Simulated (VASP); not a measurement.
Runs of VASP 6.6.1 on PbS. The structure is that of space group C2/m (No. 12), or close to it. The cells are those of the table. 

```tsv
task	level	cell	cutoff (eV)	gap on the mesh (eV)	largest force (eV/Å)
single point	PBE	a = 4.006, b = 4.006, c = 11.756 Å, angles 93.6, 93.6, 89.2°, 4 atoms	520	0.95	0.13
electric field gradients	PBE	a = 4.130, b = 4.130, c = 11.992 Å, angles 93.7, 93.7, 89.2°, 4 atoms	520	1.19	0.59
electric field gradients	r2SCAN	a = 4.130, b = 4.130, c = 11.759 Å, angles 93.7, 93.7, 89.2°, 4 atoms	520	1.58	0.55
electric field gradients	PBE	a = 4.130, b = 4.130, c = 11.526 Å, angles 93.8, 93.8, 89.2°, 4 atoms	520	(c)	0.18
single point	PBE	a = 4.046, b = 4.046, c = 11.519 Å, angles 93.7, 93.7, 89.2°, 4 atoms	500	1.16	0.07
electric field gradients	PBE	a = 4.046, b = 4.046, c = 11.519 Å, angles 93.7, 93.7, 89.2°, 4 atoms	400	1.16	0.07
single point	PBE	a = 4.102, b = 4.102, c = 11.680 Å, angles 93.7, 93.7, 89.2°, 4 atoms	500	1.24	0.27
single point	PBE	a = 4.089, b = 4.089, c = 11.758 Å, angles 93.7, 93.7, 89.2°, 4 atoms	520	1.18	(b)
single point	PBE	a = 4.157, b = 4.157, c = 11.837 Å, angles 93.7, 93.7, 89.2°, 4 atoms	520	1.30	(a)
electric field gradients	PBE	a = 4.102, b = 4.102, c = 11.680 Å, angles 93.7, 93.7, 89.2°, 4 atoms	400	1.24	0.27
electric field gradients	PBE	a = 4.213, b = 4.213, c = 11.761 Å, angles 93.8, 93.8, 89.2°, 4 atoms	520	1.45	0.60
single point	PBE	a = 4.184, b = 4.184, c = 11.914 Å, angles 93.7, 93.7, 89.2°, 4 atoms	500	1.32	0.67
```

Alike in all rows: potentials or basis VASP PAW PBE potentials, release 64 (Pb_d, S); no spin polarisation; k mesh 7 × 7 × 3; smearing fermi-dirac 0.01 eV.

Problem. Estimate the missing entries.

Solution. (a) 0.54; (b) 0.30; (c) 1.36.

Caveats: spin-orbit coupling is left out, which moves the levels of the heavy elements; the PAW data sets were made with another functional, which shifts forces and pressure a little (some runs).

A k mesh can miss the band edges, and the runs leave out spin-orbit coupling on Pb.
